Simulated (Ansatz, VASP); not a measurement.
# One calculation of As, two programs

```
As
1.0
     3.52100    0.00000    0.00000
    -1.76050    3.04928    0.00000
     0.00000    0.00000   28.57424
As
2
Direct
  0.33333 0.66667 0.49477
  0.66667 0.33333 0.50523
```

Alike in both runs: task single point; functional PBE; dispersion D3(BJ); k mesh 9 × 9 × 1; occupations gaussian, width 0.02 eV; no spin polarisation.

```csv
,VASP,Ansatz
version,VASP 6.6.1,Ansatz 0.2.0
potentials or method,"VASP PAW PBE potentials, release 64 (As), cutoff 520 eV","scalar-relativistic, plane waves, PAW"
valence electrons in the cell,10,30
```

```tsv
	VASP	Ansatz	Ansatz less VASP
gap on the k mesh at the Fermi level (eV)	none	none	-
rms of the force components (eV/Å)	2.114	2.088	-0.0265
```

Atom by atom the forces differ by 0.026 eV/Å (rms over components). A gap of «none» marks a metal or a gap that the smearing closes. VASP's potentials hold 10 valence electrons a cell and Ansatz's 30, so a difference there can come from the potentials and not from the codes.
